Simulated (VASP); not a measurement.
# Nd2H3 (P-3m1) in VASP: single point with PBE

Aim: the single point of Nd2H3 with PBE.

Everything below comes from runs of VASP 6.6.1. Logs are shortened: lines on timing, memory, paths and dates and some standing lists are left out, and cuts for length are marked.

### 1 The cell of the first run

The structure is trigonal, space group P-3m1 (No. 164). Conventional cell: a = 3.730 Å, b = 3.730 Å, c = 6.285 Å, α = 90.00°, β = 90.00°, γ = 120.00°. Nd (site symmetry 3m) has 7 H at 2.32 to 2.64 Å within 3.1 Å. Within 3.3 Å of H (site symmetry 3m) lie 4 Nd at 2.32 to 2.37 Å and 6 H at 2.62 to 3.22 Å. Within 3.5 Å of H (site symmetry -3m) lie 6 Nd at 2.64 Å and 6 H at 3.22 Å.

### 2 Single point, PBE

Input file INCAR:

```
PREC     = Accurate       # precision mode
ENCUT    = 500            # plane-wave cutoff, eV
EDIFF    = 1E-6           # SCF threshold, eV
ISMEAR   = 0              # smearing method
SIGMA    = 0.2            # smearing width, eV
LREAL    = False          # projectors in reciprocal space
LASPH    = True           # aspherical terms in the spheres
NELM     = 200            # most SCF steps
ALGO     = Normal         # electronic algorithm
ISIF     = 2              # what is computed and relaxed
LWAVE    = False          # write WAVECAR
LCHARG   = True           # write CHGCAR
GGA      = PE             # functional
LELF     = True           # ELF
LVHAR    = True         
NBANDS   = 36             # bands
GGA_COMPAT= False        
LMAXMIX  = 6              # l up to which the mixer works
```

Input file KPOINTS:

```
Automatic mesh
0
Gamma
  6 4 4
```

Input file POSCAR:

```
Nd2H3
1.0
   -3.7297471347      0.0000000000      0.0000000000
    0.0000000000      0.0000000000     -6.2845322599
    0.0000000000     -6.4601115368      0.0000000000
Nd H
4 6
Direct
    0.5000000000      0.2419052772      0.8333333333
    0.0000000000      0.2419052772      0.3333333333
    0.0000000000      0.7580947228      0.6666666667
    0.5000000000      0.7580947228      0.1666666667
    0.5000000000      0.6186608900      0.8333333333
    0.0000000000      0.6186608900      0.3333333333
    0.0000000000      0.3813391100      0.6666666667
    0.5000000000      0.3813391100      0.1666666667
    0.0000000000      1.0000000000      1.0000000000
    0.5000000000      1.0000000000      0.5000000000
```

Potentials or basis: VASP PAW PBE potentials, release 64 (Nd_3, H), 4f in core.

Run with:

```bash
> cat potpaw_PBE.64/Nd_3/POTCAR potpaw_PBE.64/H/POTCAR > POTCAR
> mpirun -np 1 vasp_std > vasp.out
```

OUTCAR:

```text
PREC = Accurate
   ENCUT = 500
   EDIFF = 1E-6
   ISMEAR = 0
   LREAL = False
   LASPH = True
   NELM = 200
   ISIF = 2
   GGA = PE

 ion  position               nearest neighbor table
   1  0.500  0.242  0.833-   7 2.32   7 2.32   8 2.32   3 3.73   3 3.73   4 3.73   2 3.73   2 3.73
                             2 3.73   2 3.73
   2  0.000  0.242  0.333-   8 2.32   8 2.32   7 2.32   4 3.73   4 3.73   3 3.73   1 3.73   1 3.73
                             1 3.73   1 3.73
   3  0.000  0.758  0.667-   5 2.32   5 2.32   6 2.32   1 3.73   1 3.73   2 3.73   4 3.73   4 3.73
                             4 3.73   4 3.73
   4  0.500  0.758  0.167-   6 2.32   6 2.32   5 2.32   2 3.73   2 3.73   1 3.73   3 3.73   3 3.73
                             3 3.73   3 3.73
   5  0.500  0.619  0.833-   3 2.32   3 2.32   4 2.32
   6  0.000  0.619  0.333-   4 2.32   4 2.32   3 2.32
   7  0.000  0.381  0.667-   1 2.32   1 2.32   2 2.32
   8  0.500  0.381  0.167-   2 2.32   2 2.32   1 2.32
   9  0.000  0.000  0.000-
  10  0.500  0.000  0.500-

  LATTYP: Found a simple orthorhombic cell.
 ALAT       =     3.7297471347
 B/A-ratio  =     1.6849754241
 C/A-ratio  =     1.7320508076

  Lattice vectors:

 A1 = (  -3.7297471347,   0.0000000000,   0.0000000000)
 A2 = (   0.0000000000,   0.0000000000,  -6.2845322599)
 A3 = (   0.0000000000,  -6.4601115368,   0.0000000000)

Analysis of symmetry for initial positions (statically):
=====================================================================
 Subroutine PRICEL returns following result:

  LATTYP: Found a hexagonal cell.
 ALAT       =     3.7297471347
 C/A-ratio  =     1.6849754240

  Lattice vectors:

 A1 = (  -1.8648735673,  -3.2300557684,   0.0000000000)
 A2 = (  -1.8648735674,   3.2300557684,   0.0000000000)
 A3 = (   0.0000000000,   0.0000000000,  -6.2845322599)

   2 primitive cells build up your supercell.

 Routine SETGRP: Setting up the symmetry group for a
 simple orthorhombic supercell.

 Subroutine GETGRP returns: Found  4 space group operations
 (whereof  4 operations were pure point group operations)
 out of a pool of  8 trial point group operations.

The static configuration has the point symmetry C_2h.

Analysis of symmetry for dynamics (positions and initial velocities):
=====================================================================
 Subroutine PRICEL returns following result:

  LATTYP: Found a hexagonal cell.
 ALAT       =     3.7297471347
 C/A-ratio  =     1.6849754240

  Lattice vectors:

 A1 = (  -1.8648735673,  -3.2300557684,   0.0000000000)
 A2 = (  -1.8648735674,   3.2300557684,   0.0000000000)
 A3 = (   0.0000000000,   0.0000000000,  -6.2845322599)

   2 primitive cells build up your supercell.

 Routine SETGRP: Setting up the symmetry group for a
 simple orthorhombic supercell.

 Subroutine GETGRP returns: Found  4 space group operations
 (whereof  4 operations were pure point group operations)
 out of a pool of  8 trial point group operations.

The dynamic configuration has the point symmetry C_2h.

 Subroutine INISYM returns: Found  4 space group operations
 (whereof  4 operations are pure point group operations),
 and found     2 'primitive' translations

----------------------------------------------------------------------------------------

                                     Primitive cell

  volume of cell :      75.7116

  direct lattice vectors                    reciprocal lattice vectors
    -1.864873567 -3.230055768  0.000000000    -0.268114691 -0.154796089  0.000000000
    -1.864873567  3.230055768  0.000000000    -0.268114691  0.154796089  0.000000000
     0.000000000  0.000000000 -6.284532260     0.000000000  0.000000000 -0.159120832

  length of vectors
     3.729747135  3.729747135  6.284532260     0.309592178  0.309592178  0.159120832

  position of ions in fractional coordinates (direct lattice)
     0.333333333  0.666666667  0.241905277
     0.666666667  0.333333333  0.758094723
     0.333333333  0.666666667  0.618660890
     0.666666667  0.333333333  0.381339110
     0.000000000  0.000000000  0.000000000

  ion indices of the primitive-cell ions
   primitive index   ion index
                 1           1
                 2           4
                 3           5
                 4           8
                 5          10

----------------------------------------------------------------------------------------

 KPOINTS: Automatic mesh

Automatic generation of k-mesh.
 Grid dimensions read from file:
 generate k-points for:    6    4    4

 Generating k-lattice:

  Cartesian coordinates                     Fractional coordinates (reciprocal lattice)
    -0.044685782  0.000000000  0.000000000     0.166666667  0.000000000  0.000000000
     0.000000000  0.000000000 -0.039780208     0.000000000  0.250000000  0.000000000
     0.000000000 -0.038699022  0.000000000     0.000000000  0.000000000  0.250000000

  Length of vectors
     0.044685782  0.039780208  0.038699022

  Shift w.r.t. Gamma in fractional coordinates (k-lattice)
     0.000000000  0.000000000  0.000000000

 Subroutine IBZKPT returns following result:
 ===========================================

 Found     40 irreducible k-points:

 Following reciprocal coordinates:
            Coordinates               Weight
  0.000000  0.000000  0.000000      1.000000
  0.166667  0.000000  0.000000      2.000000
  0.333333  0.000000  0.000000      2.000000
  0.500000  0.000000  0.000000      1.000000
  0.000000  0.250000  0.000000      2.000000
  0.166667  0.250000  0.000000      4.000000
[... 16 lines left out ...]
  0.500000  0.250000  0.250000      2.000000
  0.500000  0.250000 -0.250000      2.000000
 [... further k-points ...]
   k-points           NKPTS =     40   k-points in BZ     NKDIM =     40   number of bands    NBANDS=     36
   number of dos      NEDOS =    301   number of ions     NIONS =     10
   total plane-waves  NPLWV =  64512
   dimension x,y,z NGX =    28 NGY =   48 NGZ =   48
   dimension x,y,z NGXF=    56 NGYF=   96 NGZF=   96
   ions per type =               4   6
   NGX,Y,Z   is equivalent  to a cutoff of  12.48, 12.70, 12.35 a.u.
   NGXF,Y,Z  is equivalent  to a cutoff of  24.96, 25.40, 24.70 a.u.
 SYSTEM =  unknown system
   PREC   = accura    normal or accurate (medium, high low for compatibility)
   ISTART =      0    job   : 0-new  1-cont  2-samecut
   ICHARG =      2    charge: 1-file 2-atom 10-const
   ISPIN  =      1    spin polarized calculation?
   LNONCOLLINEAR =      F non collinear calculations
   LSORBIT =      F    spin-orbit coupling
   LASPH  =      T    aspherical Exc in radial PAW
   ENCUT  =  500.0 eV  36.75 Ry    6.06 a.u.   6.80 11.46 11.78*2*pi/ulx,y,z
   NELM   =    200;   NELMIN=  2; NELMDL= -5     # of ELM steps
   EDIFF  = 0.1E-05   stopping-criterion for ELM
   LREAL  =      F    real-space projection
[... 7 lines left out ...]
   TEBEG  =    0.0;   TEEND  =   0.0 temperature during run
   PSTRESS=    0.0 pullay stress
   NELECT =      50.0000    total number of electrons
   NUPDOWN=      -1.0000    fix difference up-down
   EMIN   =  10.00;   EMAX   =-10.00  energy-range for DOS
   EFERMI =   0.00;   METHOD = LEGACY
   ISMEAR =     0;   SIGMA  =   0.20  broadening in eV -4-tet -1-fermi 0-gaus
   EFERMI_NEDOS =   21; number of points for ismear=-14 and -15
   IALGO  =     38    algorithm
   IMIX   =      4    mixing-type and parameters
     AMIX     =   0.40;   BMIX     =  1.00
     AMIX_MAG =   1.60;   BMIX_MAG =  1.00
  volume/ion in A,a.u.               =      15.14       102.19
  Fermi-wavevector in a.u.,A,eV,Ry     =   1.131533  2.138288 17.420462  1.280368
  Thomas-Fermi vector in A             =   2.268233
   LORBIT       =      0    0 simple, 1 ext, 2 COOP (PROOUT), +10 PAW based schemes
   GGA     = PE    functional components
   LHFCALC =     F    Hartree Fock is set to
   AEXX    =    0.0000 exact exchange contribution
   IVDW    =     0    specifies the selected vdW correction
   LEPSILON=     F    determine dielectric tensor
   LRPA    =     F    only Hartree local field effects (RPA)
 non-spin polarized calculation
 Gauss-broadening in eV      SIGMA  =   0.20
  energy-cutoff  :      500.00
  volume of cell :      151.42
 maximum number of plane-waves:      3877
   NGX = 13   NGY = 23   NGZ = 23

 number of electron      49.9999993 magnetization

 Free energy of the ion-electron system (eV)
  ---------------------------------------------------
  ext. energy  EPLUGINS =         0.00000000
  ---------------------------------------------------
  free energy    TOTEN  =       -43.70002995 eV

  energy without entropy =      -43.57876194  energy(sigma->0) =      -43.63939595

 E-fermi :   3.6376     XC(G=0):  -9.9286

 val. band max:        3.5814343161   @ k =   0.5000   0.0000   0.2500
 cond. band min:       3.6397002165   @ k =   0.0000   0.2500  -0.2500
 fundamental gap:      0.0582659004
 Fermi energy:         3.6375814970

 k-point     1 :       0.0000    0.0000    0.0000
  band No.  band energies     occupation
      1     -34.3978      2.00000
      2     -34.3105      2.00000
      3     -34.2963      2.00000
      4     -34.2680      2.00000
      5     -16.0370      2.00000
      6     -16.0195      2.00000
[... 28 lines left out ...]
     35       7.6990      0.00000
     36       8.0424      0.00000

 k-point     2 :       0.1667    0.0000    0.0000
  band No.  band energies     occupation
      1     -34.3802      2.00000
      2     -34.3007      2.00000
      3     -34.2883      2.00000
      4     -34.2676      2.00000
      5     -15.9738      2.00000
      6     -15.9523      2.00000
[... 28 lines left out ...]
     35       7.8360      0.00000
     36       8.0658      0.00000
[... 817 lines left out ...]
     35       8.6065      0.00000
     36       8.6347      0.00000

 k-point    24 :       0.5000    0.2500   -0.2500
  band No.  band energies     occupation
      1     -34.2926      2.00000
      2     -34.2926      2.00000
      3     -34.2718      2.00000
      4     -34.2718      2.00000
      5     -15.9974      2.00000
      6     -15.9974      2.00000
[... 28 lines left out ...]
     35       8.3579      0.00000
     36       8.3581      0.00000

 [... further k-points ...]
[... 5 lines left out ...]
  --------------------------------------------------------------------------------------
  -------------------------------------------------------------------------------------
  Total        0.2241070      0.3111462      0.1905342      0.0000000      0.0022265      0.0000000
  in kB        2.3712298      3.2921734      2.0160031      0.0000000      0.0235577      0.0000000
  external PRESSURE =       2.5598021 kB  Pullay stress =       0.0000000 kB

 VOLUME and BASIS-vectors are now :
 -----------------------------------------------------------------------------
  energy-cutoff  :      500.00
  volume of cell :      151.42
      direct lattice vectors                 reciprocal lattice vectors
    -3.729747135  0.000000000  0.000000000    -0.268114691  0.000000000  0.000000000
     0.000000000  0.000000000 -6.284532260     0.000000000  0.000000000 -0.159120832
     0.000000000 -6.460111537  0.000000000     0.000000000 -0.154796089  0.000000000

 POSITION                                       TOTAL-FORCE (eV/Angst)
 -----------------------------------------------------------------------------------
     -1.86487     -5.38343     -1.52026         0.000000      0.001726     -0.053567
      0.00000     -2.15337     -1.52026         0.000000      0.001726     -0.053567
      0.00000     -4.30674     -4.76427         0.000000     -0.001726      0.053567
     -1.86487     -1.07669     -4.76427         0.000000     -0.001726      0.053567
     -1.86487     -5.38343     -3.88799         0.000000     -0.002526     -0.011794
      0.00000     -2.15337     -3.88799         0.000000     -0.002526     -0.011794
      0.00000     -4.30674     -2.39654        -0.000000      0.002526      0.011794
     -1.86487     -1.07669     -2.39654        -0.000000      0.002526      0.011794
      0.00000      0.00000      0.00000         0.000000     -0.000000      0.000000
     -1.86487     -3.23006      0.00000         0.000000     -0.000000      0.000000
 -----------------------------------------------------------------------------------
    total drift:                               -0.000000     -0.000000      0.000000

  FREE ENERGIE OF THE ION-ELECTRON SYSTEM (eV)
  ---------------------------------------------------
  free  energy   TOTEN  =       -43.7000299550 eV

  energy  without entropy=      -43.5787619412  energy(sigma->0) =      -43.63939595
```

Run time: 3.9 min. Hardware: 1 thread of Intel Xeon Platinum 8259CL at 2.50GHz (Skylake/Cascade Lake), shared host; peak memory 0.33 GiB.

What came out:

* Free energy: -43.7000 eV
* Pressure: 0.3 GPa
* Largest force: 0.054 eV/Å
* Band gap on the k mesh: zero (bands 25 and 26 overlap by 1.46 eV)

Forces on the atoms (eV/Å):
```
Nd   0.000  0.002 -0.054
Nd   0.000  0.002 -0.054
Nd   0.000 -0.002  0.054
Nd   0.000 -0.002  0.054
H    0.000 -0.003 -0.012
H    0.000 -0.003 -0.012
H    0.000  0.003  0.012
H    0.000  0.003  0.012
H    0.000  0.000  0.000
H    0.000  0.000  0.000
```

Stress tensor (GPa, compression positive):
```
0.24 0.00 0.00
0.00 0.33 0.00
0.00 0.00 0.20
```

Caveat: spin-orbit coupling is left out, which moves the levels of the heavy elements; the 4f electrons are frozen in the core, so they carry no moment and show no levels. Spin polarisation is off, so any magnetic state and its effect on volume and gap are missing.

The gap in the log of VASP goes by the Fermi energy; the results here count the filled bands.